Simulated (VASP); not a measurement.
A run of VASP 6.6.1:

INCAR

```
SYSTEM = ZnCu
PREC = Accurate
ENCUT = 520
EDIFF = 1E-7
ISMEAR = 0
SIGMA = 0.15
LREAL = .FALSE.
LASPH = .TRUE.
NELM = 100
ALGO = Fast
ISIF = 2
LWAVE = .FALSE.
LCHARG = .FALSE.
GGA = PE
NBANDS = 18
```

The input KPOINTS:

```
Automatic mesh
0
G
  18 18 18
  0 0 0
```

File POSCAR:

```
ZnCu
1.0
    2.8529078066      0.0000000000      0.0000000000
    0.0000000000      2.8529078066      0.0000000000
    0.0000000000      0.0000000000      3.1381985873
Zn Cu
1 1
Direct
    0.5000000000      0.5000000000      0.5000000000
    0.0000000000      0.0000000000      0.0000000000
```

Potentials or basis: VASP PAW PBE potentials, release 64 (Zn, Cu).

Run with:

```bash
$ cat potpaw_PBE.64/Zn/POTCAR potpaw_PBE.64/Cu/POTCAR > POTCAR
$ mpirun -np 1 vasp_std > vasp.out
```

Hardware: 1 thread of AMD EPYC 9R45 96-Core Processor (Zen 5) (shared host).

Estimate the wall time of this run.

Run time: 2.6 min on 1 thread of AMD EPYC 9R45 96-Core Processor (Zen 5) (shared host), peak memory 0.33 GiB. Counts: scf iterations 18, k points 550.
